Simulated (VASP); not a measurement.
# Al2Cu (I4/mmm) in VASP: single point with r2SCAN

Aim: the single point of Al2Cu with r2SCAN.

All numbers are computed with VASP 6.6.1; they aren't measurements. Logs are shortened: lines on timing, memory, paths and dates and some standing lists are left out, and cuts for length are marked.

## (1) The cell of the first run

The structure is tetragonal, space group I4/mmm (No. 139). The conventional cell has a = 4.298 Å, b = 4.298 Å, c = 5.541 Å, α = 90.00°, β = 90.00°, γ = 90.00°. Within 3.4 Å of Al (site symmetry -4m2) lie 4 Cu at 2.56 Å and 6 Al at 2.77 to 3.04 Å. Cu (site symmetry 4/mmm) has 8 Al at 2.56 Å within 3.4 Å.

## (2) Single point, r2SCAN (biaxial strain in the a-b plane: +6.0 %, then relaxed in part)

File POSCAR:

```
Al2Cu
1.0
    3.0390979123      3.0390979123      0.0000000000
   -3.0390979123      3.0390979123      0.0000000000
    0.0000000000      0.0000000000      5.5405377429
Al Cu
4 2
Direct
    0.5000000000      0.0000000000      0.2500000000
    0.0000000000      0.5000000000      0.2500000000
    0.0000000000      0.5000000000      0.7500000000
    0.5000000000      0.0000000000      0.7500000000
    0.0000000000      0.0000000000      0.5000000000
    0.5000000000      0.5000000000      0.0000000000
```

File INCAR.step1:

```
SYSTEM = Al2Cu
PREC     = Accurate       ! precision mode
ENCUT    = 520            ! plane-wave cutoff, eV
ISMEAR   = 0              ! smearing method
SIGMA    = 0.1            ! smearing width, eV
LREAL    = .FALSE.        ! projectors in reciprocal space
LASPH    = .TRUE.         ! aspherical terms in the spheres
NELM     = 100            ! most SCF steps
NBANDS   = 26             ! bands
GGA      = PE             ! functional
ALGO     = Normal         ! electronic algorithm
EDIFF    = 1E-4           ! SCF threshold, eV
LWAVE    = .TRUE.         ! write WAVECAR
LCHARG   = .FALSE.        ! write CHGCAR
```

File INCAR.step2:

```
SYSTEM = Al2Cu
PREC     = Accurate       ! precision mode
ENCUT    = 520            ! plane-wave cutoff, eV
EDIFF    = 1E-6           ! SCF threshold, eV
ISMEAR   = 0              ! smearing method
SIGMA    = 0.1            ! smearing width, eV
LREAL    = .FALSE.        ! projectors in reciprocal space
LASPH    = .TRUE.         ! aspherical terms in the spheres
NELM     = 100            ! most SCF steps
ALGO     = Normal         ! electronic algorithm
ISIF     = 2              ! what is computed and relaxed
LWAVE    = .FALSE.        ! write WAVECAR
LCHARG   = .TRUE.         ! write CHGCAR
METAGGA  = R2SCAN         ! meta-GGA
LMIXTAU  = .TRUE.       
LELF     = .TRUE.         ! ELF
LVHAR    = .TRUE.       
NBANDS   = 26             ! bands
ISTART   = 1
```

File KPOINTS:

```
Automatic mesh
0
G
  10 10 6
  0 0 0
```

Potentials or basis: VASP PAW PBE potentials, release 64 (Al, Cu).

Launch:

```
cat potpaw_PBE.64/Al/POTCAR potpaw_PBE.64/Cu/POTCAR > POTCAR
cp INCAR.step1 INCAR
mpirun -np 1 vasp_std > vasp.out
cp INCAR.step2 INCAR
mpirun -np 1 vasp_std > vasp.out
```

OUTCAR:

```text
SYSTEM = Al2Cu
   PREC = Accurate
   ENCUT = 520
   EDIFF = 1E-6
   ISMEAR = 0
   LREAL = .FALSE.
   LASPH = .TRUE.
   NELM = 100
   ISIF = 2
   METAGGA = R2SCAN
   ISTART = 1

 ion  position               nearest neighbor table
   1  0.500  0.000  0.250-   5 2.56   6 2.56   6 2.56   5 2.56   4 2.77   4 2.77   2 3.04   2 3.04
                             2 3.04   2 3.04
   2  0.000  0.500  0.250-   5 2.56   6 2.56   5 2.56   6 2.56   3 2.77   3 2.77   1 3.04   1 3.04
                             1 3.04   1 3.04
   3  0.000  0.500  0.750-   5 2.56   6 2.56   5 2.56   6 2.56   2 2.77   2 2.77   4 3.04   4 3.04
                             4 3.04   4 3.04
   4  0.500  0.000  0.750-   5 2.56   6 2.56   6 2.56   5 2.56   1 2.77   1 2.77   3 3.04   3 3.04
                             3 3.04   3 3.04
   5  0.000  0.000  0.500-   1 2.56   2 2.56   3 2.56   4 2.56   2 2.56   3 2.56   1 2.56   4 2.56

   6  0.500  0.500  0.000-   1 2.56   2 2.56   3 2.56   4 2.56   1 2.56   4 2.56   2 2.56   3 2.56

  LATTYP: Found a simple tetragonal cell.
 ALAT       =     4.2979334850
 C/A-ratio  =     1.2891166795

  Lattice vectors:

 A1 = (   3.0390979123,   3.0390979123,   0.0000000000)
 A2 = (  -3.0390979123,   3.0390979123,   0.0000000000)
 A3 = (   0.0000000000,   0.0000000000,   5.5405377429)

Analysis of symmetry for initial positions (statically):
=====================================================================
 Subroutine PRICEL returns following result:

  LATTYP: Found a body centered tetragonal cell.
 ALAT       =     4.2979334850
 C/A-ratio  =     1.2891166795

  Lattice vectors:

 A1 = (   0.0000000000,  -3.0390979123,  -2.7702688714)
 A2 = (   0.0000000000,   3.0390979123,  -2.7702688714)
 A3 = (   3.0390979123,   0.0000000000,   2.7702688714)

   2 primitive cells build up your supercell.

 Routine SETGRP: Setting up the symmetry group for a
 simple tetragonal supercell.

 Subroutine GETGRP returns: Found 16 space group operations
 (whereof 16 operations were pure point group operations)
 out of a pool of 16 trial point group operations.

The static configuration has the point symmetry D_4h.

Analysis of symmetry for dynamics (positions and initial velocities):
=====================================================================
 Subroutine PRICEL returns following result:

  LATTYP: Found a body centered tetragonal cell.
 ALAT       =     4.2979334850
 C/A-ratio  =     1.2891166795

  Lattice vectors:

 A1 = (   0.0000000000,  -3.0390979123,  -2.7702688714)
 A2 = (   0.0000000000,   3.0390979123,  -2.7702688714)
 A3 = (   3.0390979123,   0.0000000000,   2.7702688714)

   2 primitive cells build up your supercell.

 Routine SETGRP: Setting up the symmetry group for a
 simple tetragonal supercell.

 Subroutine GETGRP returns: Found 16 space group operations
 (whereof 16 operations were pure point group operations)
 out of a pool of 16 trial point group operations.

The dynamic configuration has the point symmetry D_4h.

 Subroutine INISYM returns: Found 16 space group operations
 (whereof 16 operations are pure point group operations),
 and found     2 'primitive' translations

----------------------------------------------------------------------------------------

                                     Primitive cell

  volume of cell :      51.1730

  direct lattice vectors                    reciprocal lattice vectors
     0.000000000 -3.039097912 -2.770268871     0.164522505 -0.164522505 -0.180487896
     0.000000000  3.039097912 -2.770268871     0.164522505  0.164522505 -0.180487896
     3.039097912  0.000000000  2.770268871     0.329045009  0.000000000  0.000000000

  length of vectors
     4.112238532  4.112238532  4.112238532     0.294467638  0.294467638  0.329045009

  position of ions in fractional coordinates (direct lattice)
     0.750000000  0.250000000  0.500000000
     0.250000000  0.750000000  0.500000000
     0.500000000  0.500000000  0.000000000

  ion indices of the primitive-cell ions
   primitive index   ion index
                 1           1
                 2           4
                 3           5

----------------------------------------------------------------------------------------

 KPOINTS: Automatic mesh

Automatic generation of k-mesh.
 Grid dimensions read from file:
 generate k-points for:   10   10    6

 Generating k-lattice:

  Cartesian coordinates                     Fractional coordinates (reciprocal lattice)
     0.016452250  0.016452250  0.000000000     0.100000000  0.000000000  0.000000000
    -0.016452250  0.016452250  0.000000000     0.000000000  0.100000000  0.000000000
     0.000000000  0.000000000  0.030081316     0.000000000  0.000000000  0.166666667

  Length of vectors
     0.023266996  0.023266996  0.030081316

  Shift w.r.t. Gamma in fractional coordinates (k-lattice)
     0.000000000  0.000000000  0.000000000

 Subroutine IBZKPT returns following result:
 ===========================================

 Found     84 irreducible k-points:

 Following reciprocal coordinates:
            Coordinates               Weight
  0.000000  0.000000  0.000000      1.000000
  0.100000  0.000000  0.000000      4.000000
  0.200000  0.000000  0.000000      4.000000
  0.300000  0.000000  0.000000      4.000000
  0.400000  0.000000  0.000000      4.000000
  0.500000  0.000000  0.000000      2.000000
[... 16 lines left out ...]
  0.100000  0.000000  0.166667      8.000000
  0.200000  0.000000  0.166667      8.000000
 [... further k-points ...]
   k-points           NKPTS =     84   k-points in BZ     NKDIM =     84   number of bands    NBANDS=     26
   number of dos      NEDOS =    301   number of ions     NIONS =      6
   total plane-waves  NPLWV =  43008
   dimension x,y,z NGX =    32 NGY =   32 NGZ =   42
   dimension x,y,z NGXF=    64 NGYF=   64 NGZF=   84
   ions per type =               4   2
   NGX,Y,Z   is equivalent  to a cutoff of  12.38, 12.38, 12.60 a.u.
   NGXF,Y,Z  is equivalent  to a cutoff of  24.76, 24.76, 25.20 a.u.
 SYSTEM =  Al2Cu
   PREC   = accura    normal or accurate (medium, high low for compatibility)
   ISTART =      1    job   : 0-new  1-cont  2-samecut
   ICHARG =      0    charge: 1-file 2-atom 10-const
   ISPIN  =      1    spin polarized calculation?
   LNONCOLLINEAR =      F non collinear calculations
   LSORBIT =      F    spin-orbit coupling
   LASPH  =      T    aspherical Exc in radial PAW
   ENCUT  =  520.0 eV  38.22 Ry    6.18 a.u.   7.99  7.99 10.30*2*pi/ulx,y,z
   NELM   =    100;   NELMIN=  2; NELMDL=  0     # of ELM steps
   EDIFF  = 0.1E-05   stopping-criterion for ELM
   LREAL  =      F    real-space projection
   EDIFFG = 0.1E-04   stopping-criterion for IOM
   NSW    =      0    number of steps for IOM
   IBRION =     -1    ionic relax: 0-MD 1-quasi-New 2-CG
   NFREE  =      0    steps in history (QN), initial steepest desc. (CG)
   ISIF   =      2    stress and relaxation
   ISYM   =      2    0-nonsym 1-usesym 2-fastsym
   POTIM  = 0.5000    time-step for ionic-motion
   TEBEG  =    0.0;   TEEND  =   0.0 temperature during run
   PSTRESS=    0.0 pullay stress
   NELECT =      34.0000    total number of electrons
   NUPDOWN=      -1.0000    fix difference up-down
   EMIN   =  10.00;   EMAX   =-10.00  energy-range for DOS
   EFERMI =   0.00;   METHOD = LEGACY
   ISMEAR =     0;   SIGMA  =   0.10  broadening in eV -4-tet -1-fermi 0-gaus
   EFERMI_NEDOS =   21; number of points for ismear=-14 and -15
   IALGO  =     38    algorithm
   IMIX   =      4    mixing-type and parameters
     AMIX     =   0.40;   BMIX     =  1.00
     AMIX_MAG =   1.60;   BMIX_MAG =  1.00
  volume/ion in A,a.u.               =      17.06       115.11
  Fermi-wavevector in a.u.,A,eV,Ry     =   1.133820  2.142609 17.490933  1.285547
  Thomas-Fermi vector in A             =   2.270523
   LORBIT       =      0    0 simple, 1 ext, 2 COOP (PROOUT), +10 PAW based schemes
   METAGGA = R2SCAN    functional components
   LHFCALC =     F    Hartree Fock is set to
   AEXX    =    0.0000 exact exchange contribution
   IVDW    =     0    specifies the selected vdW correction
   LEPSILON=     F    determine dielectric tensor
   LRPA    =     F    only Hartree local field effects (RPA)
 non-spin polarized calculation
 Gauss-broadening in eV      SIGMA  =   0.10
  energy-cutoff  :      520.00
  volume of cell :      102.35
 maximum number of plane-waves:      2784
 NGX is ok and might be reduce to    32
   NGX = 15   NGY = 15   NGZ = 21

 number of electron      34.0000028 magnetization

 Free energy of the ion-electron system (eV)
  ---------------------------------------------------
  ext. energy  EPLUGINS =         0.00000000
  ---------------------------------------------------
  free energy    TOTEN  =       -49.47512833 eV

  energy without entropy =      -49.46745957  energy(sigma->0) =      -49.47129395

 E-fermi :   6.2076     XC(G=0): -10.8617

 val. band max:        6.2010251446   @ k =   0.1000   0.0000   0.0000
 cond. band min:       6.2076516889   @ k =   0.5000   0.0000   0.1667
 fundamental gap:      0.0066265443
 Fermi energy:         6.2075838261

 k-point     1 :       0.0000    0.0000    0.0000
  band No.  band energies     occupation
      1      -4.0390      2.00000
      2       0.6128      2.00000
      3       0.8327      2.00000
      4       0.9821      2.00000
      5       1.7904      2.00000
      6       1.8777      2.00000
[... 18 lines left out ...]
     25      12.5026      0.00000
     26      12.5026      0.00000

 k-point     2 :       0.1000    0.0000    0.0000
  band No.  band energies     occupation
      1      -3.9547      2.00000
      2       0.6645      2.00000
      3       0.8710      2.00000
      4       0.9212      2.00000
      5       1.8019      2.00000
      6       1.8561      2.00000
[... 18 lines left out ...]
     25      11.6808      0.00000
[... 608 lines left out ...]
     25      12.1040      0.00000
     26      12.4662      0.00000

 k-point    24 :       0.2000    0.0000    0.1667
  band No.  band energies     occupation
      1      -3.5632      2.00000
      2      -0.3815      2.00000
      3       0.6799      2.00000
      4       1.6688      2.00000
      5       1.8141      2.00000
      6       1.9001      2.00000
[... 18 lines left out ...]
     25      11.9733      0.00000
     26      12.8542      0.00000

 [... further k-points ...]

------------------------ aborting loop because EDIFF is reached ----------------------------------------

  FORCE on cell =-STRESS in cart. coord.  units (eV):
  Direction    XX          YY          ZZ          XY          YZ          ZX
  --------------------------------------------------------------------------------------
  -------------------------------------------------------------------------------------
  Total       -6.4787900     -6.4787900     -0.0698959      0.0000000      0.0000000      0.0000000
  in kB     -101.4222370   -101.4222370     -1.0941860      0.0000000      0.0000000      0.0000000
  external PRESSURE =     -67.9795533 kB  Pullay stress =       0.0000000 kB

 VOLUME and BASIS-vectors are now :
 -----------------------------------------------------------------------------
  energy-cutoff  :      520.00
  volume of cell :      102.35
      direct lattice vectors                 reciprocal lattice vectors
     3.039097912  3.039097912  0.000000000     0.164522505  0.164522505  0.000000000
    -3.039097912  3.039097912  0.000000000    -0.164522505  0.164522505  0.000000000
     0.000000000  0.000000000  5.540537743     0.000000000  0.000000000  0.180487896

 POSITION                                       TOTAL-FORCE (eV/Angst)
 -----------------------------------------------------------------------------------
      1.51955      1.51955      1.38513        -0.000000      0.000000      0.000000
     -1.51955      1.51955      1.38513        -0.000000      0.000000      0.000000
     -1.51955      1.51955      4.15540        -0.000000      0.000000      0.000000
      1.51955      1.51955      4.15540        -0.000000      0.000000      0.000000
      0.00000      0.00000      2.77027         0.000000     -0.000000      0.000000
      0.00000      3.03910      0.00000         0.000000     -0.000000     -0.000000
 -----------------------------------------------------------------------------------
    total drift:                                0.000000     -0.000000     -0.000000

  FREE ENERGIE OF THE ION-ELECTRON SYSTEM (eV)
  ---------------------------------------------------
  free  energy   TOTEN  =       -49.4751283315 eV

  energy  without entropy=      -49.4674595733  energy(sigma->0) =      -49.47129395
```

It took 9.3 min on 1 thread of AMD EPYC 9R45 (Zen 5), shared host; peak memory 0.31 GiB.

What came out:

* Free energy: -49.4751 eV
* Pressure: -6.8 GPa
* Band gap on the k mesh: zero (band 17 reaches 7.80 eV, above the bottom of band 18 at 3.95 eV)

Levels at points of the mesh, in eV from the Fermi level:
| k point | band 13 | band 14 | band 15 | band 16 | band 17 | band 18 | band 19 | band 20 | band 21 | band 22 |
| --- | --- | --- | --- | --- | --- | --- | --- | --- | --- | --- |
| (0.00, 0.00, 0.00) | -3.44 | -2.33 | -2.33 | -0.41 | 1.47 | 2.22 | 2.84 | 2.84 | 3.28 | 3.28 |
| (0.50, 0.00, 0.00) | -2.72 | -2.72 | -2.20 | -2.20 | -0.07 | -0.07 | 1.83 | 1.83 | 4.76 | 4.76 |
| (0.50, 0.50, 0.00) | -3.62 | -3.62 | -2.07 | -2.07 | -1.36 | -1.36 | 0.69 | 0.69 | 2.07 | 2.07 |
| (0.00, 0.00, 0.50) | -0.71 | -0.71 | -0.71 | -0.71 | 0.28 | 0.28 | 0.34 | 0.34 | 2.94 | 2.94 |
| (0.50, 0.00, 0.50) | -3.71 | -3.71 | 0.28 | 0.28 | 0.97 | 0.97 | 2.62 | 2.62 | 2.75 | 2.75 |
| (0.50, 0.50, 0.50) | -3.50 | -3.50 | -3.50 | -3.50 | -2.26 | -2.26 | 4.88 | 4.88 | 4.88 | 4.88 |

Caveat: the cell differs from its parent crystal (biaxial strain in the a-b plane: +6.0 %, then relaxed in part); the PAW data sets were made with another functional, which shifts forces and pressure a little.
